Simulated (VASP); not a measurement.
# Sr2VWO6 (Fm-3m) in VASP: relaxation of the atoms with PBEsol

Aim: the relaxation of the atoms of Sr2VWO6 with PBEsol.

All numbers are computed with VASP 6.6.1; they aren't measurements. Logs are shortened: lines on timing, memory, paths and dates and some standing lists are left out, and cuts for length are marked.

## Step 1: The cell of the first run

The structure is cubic, space group Fm-3m (No. 225). The conventional cell has a = 7.868 Å, b = 7.868 Å, c = 7.868 Å, α = 90.00°, β = 90.00°, γ = 90.00°. V (site symmetry m-3m) has 6 O at 1.77 Å within 2.4 Å. W (site symmetry m-3m) has 6 O at 2.16 Å within 2.9 Å. O (site symmetry 4mm) has 1 V at 1.77 Å and 1 W at 2.16 Å within 2.4 Å. Sr (site symmetry -43m) has 12 O at 2.79 Å and 4 V at 3.41 Å and 4 W at 3.41 Å within 3.7 Å.

## Step 2: Relaxation of the atoms, PBEsol

File INCAR:

```
PREC = Accurate
ENCUT = 520
EDIFF = 1E-6
ISMEAR = -1
SIGMA = 0.1
LREAL = F
LASPH = T
NELM = 60
ALGO = Normal
ISIF = 2
LWAVE = F
LCHARG = F
GGA = PS
IBRION = 2
NSW = 80
EDIFFG = -0.03
KPAR = 2
```

File KPOINTS:

```
regular mesh
0
Gamma
  8 8 8
```

File POSCAR:

```
Sr2VWO6
1.0
    0.0000000000      3.9341917700      3.9341917700
    3.9341917700      0.0000000000      3.9341917700
    3.9341917700      3.9341917700      0.0000000000
V W O Sr
1 1 6 2
Direct
    0.5000000000      0.5000000000      0.5000000000
    0.0000000000      0.0000000000      0.0000000000
    0.7250000000      0.2750000000      0.2750000000
    0.2750000000      0.7250000000      0.2750000000
    0.2750000000      0.7250000000      0.7250000000
    0.7250000000      0.2750000000      0.7250000000
    0.2750000000      0.2750000000      0.7250000000
    0.7250000000      0.7250000000      0.2750000000
    0.2500000000      0.2500000000      0.2500000000
    0.7500000000      0.7500000000      0.7500000000
```

Potentials or basis: VASP PAW PBE potentials, release 64 (V_sv, W_sv, O, Sr_sv).

On the command line:

```console
$ cat potpaw_PBE.64/V_sv/POTCAR potpaw_PBE.64/W_sv/POTCAR potpaw_PBE.64/O/POTCAR potpaw_PBE.64/Sr_sv/POTCAR > POTCAR
$ mpirun -np 2 vasp_std > vasp.out
```

OUTCAR:

```text
PREC = Accurate
   ENCUT = 520
   EDIFF = 1E-6
   ISMEAR = -1
   LREAL = F
   LASPH = T
   NELM = 60
   ISIF = 2
   GGA = PS
   IBRION = 2
   NSW = 80
   EDIFFG = -0.03

 ion  position               nearest neighbor table
   1  0.500  0.500  0.500-   3 1.77   4 1.77   5 1.77   6 1.77   7 1.77   8 1.77   9 3.41   9 3.41
                             9 3.41   9 3.41  10 3.41  10 3.41  10 3.41  10 3.41
   2  0.000  0.000  0.000-   3 2.16   4 2.16   5 2.16   6 2.16   7 2.16   8 2.16  10 3.41  10 3.41
                            10 3.41   9 3.41  10 3.41   9 3.41   9 3.41   9 3.41
   3  0.725  0.275  0.275-   1 1.77   2 2.16   9 2.79  10 2.79  10 2.79   9 2.79
   4  0.275  0.725  0.275-   1 1.77   2 2.16   9 2.79  10 2.79  10 2.79   9 2.79
   5  0.275  0.725  0.725-   1 1.77   2 2.16   9 2.79   9 2.79  10 2.79  10 2.79
   6  0.725  0.275  0.725-   1 1.77   2 2.16   9 2.79   9 2.79  10 2.79  10 2.79
   7  0.275  0.275  0.725-   1 1.77   2 2.16   9 2.79  10 2.79  10 2.79   9 2.79
   8  0.725  0.725  0.275-   1 1.77   2 2.16   9 2.79   9 2.79  10 2.79  10 2.79
   9  0.250  0.250  0.250-   5 2.79   6 2.79   7 2.79   4 2.79   5 2.79   8 2.79   3 2.79   6 2.79
                             8 2.79   3 2.79   4 2.79   7 2.79   1 3.41   2 3.41   2 3.41   1 3.41
  10  0.750  0.750  0.750-   4 2.79   5 2.79   7 2.79   3 2.79   6 2.79   7 2.79   3 2.79   4 2.79
                             8 2.79   5 2.79   6 2.79   8 2.79   1 3.41   2 3.41   1 3.41   1 3.41

  LATTYP: Found a face centered cubic cell.
 ALAT       =     7.8683835400

  Lattice vectors:

 A1 = (   0.0000000000,   3.9341917700,   3.9341917700)
 A2 = (   3.9341917700,   0.0000000000,   3.9341917700)
 A3 = (   3.9341917700,   3.9341917700,   0.0000000000)

Analysis of symmetry for initial positions (statically):
=====================================================================
 Subroutine PRICEL returns:
 Original cell was already a primitive cell.

 Routine SETGRP: Setting up the symmetry group for a
 face centered cubic supercell.

 Subroutine GETGRP returns: Found 48 space group operations
 (whereof 48 operations were pure point group operations)
 out of a pool of 48 trial point group operations.

The static configuration has the point symmetry O_h .

Analysis of symmetry for dynamics (positions and initial velocities):
=====================================================================
 Subroutine PRICEL returns:
 Original cell was already a primitive cell.

 Routine SETGRP: Setting up the symmetry group for a
 face centered cubic supercell.

 Subroutine GETGRP returns: Found 48 space group operations
 (whereof 48 operations were pure point group operations)
 out of a pool of 48 trial point group operations.

The dynamic configuration has the point symmetry O_h .

[... 128 lines left out ...]
   EFERMI =   0.00;   METHOD = LEGACY
   ISMEAR =    -1;   SIGMA  =   0.10  broadening in eV -4-tet -1-fermi 0-gaus
   EFERMI_NEDOS =   21; number of points for ismear=-14 and -15
   IALGO  =     38    algorithm
   IMIX   =      4    mixing-type and parameters
     AMIX     =   0.40;   BMIX     =  1.00
     AMIX_MAG =   1.60;   BMIX_MAG =  1.00
  volume/ion in A,a.u.               =      12.18        82.19
  Fermi-wavevector in a.u.,A,eV,Ry     =   1.440684  2.722498 28.239841  2.075570
  Thomas-Fermi vector in A             =   2.559400
   LORBIT       =      0    0 simple, 1 ext, 2 COOP (PROOUT), +10 PAW based schemes
   GGA     = PS    functional components
   LHFCALC =     F    Hartree Fock is set to
   AEXX    =    0.0000 exact exchange contribution
   IVDW    =     0    specifies the selected vdW correction
   LEPSILON=     F    determine dielectric tensor
   LRPA    =     F    only Hartree local field effects (RPA)
 conjugate gradient relaxation of ions
 non-spin polarized calculation
  energy-cutoff  :      520.00
  volume of cell :      121.79
 maximum number of plane-waves:      3306
 NGX is ok and might be reduce to    42
   NGX = 21   NGY = 21   NGZ = 21

--------------------------------------- Ionic step        1  -------------------------------------------

 number of electron      83.0000027 magnetization

 Free energy of the ion-electron system (eV)
  ---------------------------------------------------
  ext. energy  EPLUGINS =         0.00000000
  ---------------------------------------------------
  free energy    TOTEN  =       -82.02308947 eV

  energy without entropy =      -81.89593338  energy(sigma->0) =      -81.95951142

------------------------ aborting loop because EDIFF is reached ----------------------------------------

  FORCE on cell =-STRESS in cart. coord.  units (eV):
  Direction    XX          YY          ZZ          XY          YZ          ZX
  --------------------------------------------------------------------------------------
  -------------------------------------------------------------------------------------
  Total        0.6068300      0.6068300      0.6068300     -0.0000000     -0.0000000      0.0000000
  in kB        7.9832748      7.9832748      7.9832748     -0.0000000     -0.0000000      0.0000000
  external PRESSURE =       7.9832748 kB  Pullay stress =       0.0000000 kB
[... 119 lines left out ...]
--------------------------------------- Ionic step        4  -------------------------------------------

 number of electron      83.0000029 magnetization

 Free energy of the ion-electron system (eV)
  ---------------------------------------------------
  ext. energy  EPLUGINS =         0.00000000
  ---------------------------------------------------
  free energy    TOTEN  =       -85.32993029 eV

  energy without entropy =      -85.20363886  energy(sigma->0) =      -85.26678458

 E-fermi :   6.9518     XC(G=0): -11.6478

 val. band max:        6.9152420467   @ k =  -0.3750   0.2500   0.0000
 cond. band min:       6.9953805548   @ k =  -0.3750   0.2500   0.1250
 fundamental gap:      0.0801385081
 Fermi energy:         6.9518250821

 k-point     1 :       0.0000    0.0000    0.0000
  band No.  band energies     occupation
      1     -69.2501      2.00000
      2     -58.3965      2.00000
      3     -33.5464      2.00000
      4     -33.5464      2.00000
      5     -33.5464      2.00000
      6     -32.3934      2.00000
[... 1237 lines left out ...]
     48       9.6843      0.00000
     49      11.3945      0.00000

 [... further k-points ...]

------------------------ aborting loop because EDIFF is reached ----------------------------------------

  FORCE on cell =-STRESS in cart. coord.  units (eV):
  Direction    XX          YY          ZZ          XY          YZ          ZX
  --------------------------------------------------------------------------------------
  -------------------------------------------------------------------------------------
  Total       -3.8182954     -3.8182954     -3.8182954      0.0000000      0.0000000      0.0000000
  in kB      -50.2323544    -50.2323544    -50.2323544      0.0000000      0.0000000      0.0000000
  external PRESSURE =     -50.2323544 kB  Pullay stress =       0.0000000 kB
[... 25 lines left out ...]
  FREE ENERGIE OF THE ION-ELECTRON SYSTEM (eV)
  ---------------------------------------------------
  free  energy   TOTEN  =       -85.3299302922 eV

  energy  without entropy=      -85.2036388644  energy(sigma->0) =      -85.26678458

 reached required accuracy - stopping structural energy minimisation
```

OSZICAR:

```text
N       E                     dE             d eps       ncg     rms          rms(c)
DAV:   1     0.894227586367E+03    0.89423E+03   -0.45386E+04  2850   0.176E+03
DAV:   2    -0.182275724239E+02   -0.91246E+03   -0.88935E+03  3336   0.497E+02
DAV:   3    -0.944001521219E+02   -0.76173E+02   -0.75479E+02  3535   0.146E+02
DAV:   4    -0.977442354716E+02   -0.33441E+01   -0.33225E+01  4163   0.249E+01
[... 46 lines left out ...]
DAV:   3    -0.853304908848E+02   -0.43353E-03   -0.64586E-03  3659   0.251E-01    0.254E-01
DAV:   4    -0.853299897462E+02    0.50114E-03   -0.71530E-03  3509   0.238E-01    0.119E-01
DAV:   5    -0.853299330323E+02    0.56714E-04   -0.46423E-04  3251   0.699E-02    0.119E-02
DAV:   6    -0.853299308262E+02    0.22061E-05   -0.78321E-06  3091   0.143E-02    0.583E-03
DAV:   7    -0.853299302922E+02    0.53402E-06   -0.21987E-06  1811   0.831E-03
   4 F= -.85329930E+02 E0= -.85266785E+02  d E =-.330684E+01
```

Wall time 6.2 min (2 MPI ranks of Intel Xeon Platinum 8259CL at 2.50GHz (Skylake/Cascade Lake), shared host); peak memory 0.37 GiB.

What came out:

| Item | Value |
| --- | --- |
| Free energy | -85.3299 eV |
| Energy gained by relaxing | 330.7 meV/atom |
| Ionic steps | 4 |
| Pressure after relaxing | -5.0 GPa |
| Largest force after relaxing | 0.019 eV/Å |
| Band gap on the k mesh | zero (an odd number of electrons rules out a gap without spin polarisation) |

Forces in eV/Å, atoms in the order of the input:
```
V    0.000  0.000  0.000
W    0.000  0.000  0.000
O   -0.019  0.000  0.000
O    0.000 -0.019  0.000
O    0.019  0.000  0.000
O    0.000  0.019  0.000
O    0.000  0.000 -0.019
O    0.000  0.000  0.019
Sr   0.000  0.000  0.000
Sr   0.000  0.000  0.000
```

The path:
| step | energy change (eV) | largest force (eV/Å) | pressure (GPa) |
| --- | --- | --- | --- |
| 1 | 0.0000 | 6.0998 | 0.80 |
| 2 | -2.1777 | 3.8014 | 5.20 |
| 3 | -3.3050 | 0.1405 | -5.20 |
| 4 | -3.3068 | 0.0192 | -5.02 |

Final structure:
```yaml
crystal:
  lattice:
    - [0.00000, 3.93419, 3.93419]
    - [3.93419, 0.00000, 3.93419]
    - [3.93419, 3.93419, 0.00000]
  atoms:
    - { symbol: V, position: [0.50000, 0.50000, 0.50000] }
    - { symbol: W, position: [0.00000, 0.00000, 0.00000] }
    - { symbol: O, position: [0.74898, 0.25102, 0.25102] }
    - { symbol: O, position: [0.25102, 0.74898, 0.25102] }
    - { symbol: O, position: [0.25102, 0.74898, 0.74898] }
    - { symbol: O, position: [0.74898, 0.25102, 0.74898] }
    - { symbol: O, position: [0.25102, 0.25102, 0.74898] }
    - { symbol: O, position: [0.74898, 0.74898, 0.25102] }
    - { symbol: Sr, position: [0.25000, 0.25000, 0.25000] }
    - { symbol: Sr, position: [0.75000, 0.75000, 0.75000] }
```

Caveat: the PAW data sets were made with another functional, which shifts forces and pressure a little; spin-orbit coupling is left out, which moves the levels of the heavy elements; an odd number of electrons without spin polarisation forces a metal; a magnetic or distorted state may lie lower; the run has no spin polarisation, though such a crystal can be magnetic; semilocal functionals often make such compounds metallic where correlation or magnetic order opens a gap, which also shifts bond lengths. With open d or f shells a metallic result of PBEsol can be an artefact of self-interaction; +U or a hybrid may open a gap.

The gap in the log of VASP goes by the Fermi energy; the results here count the filled bands.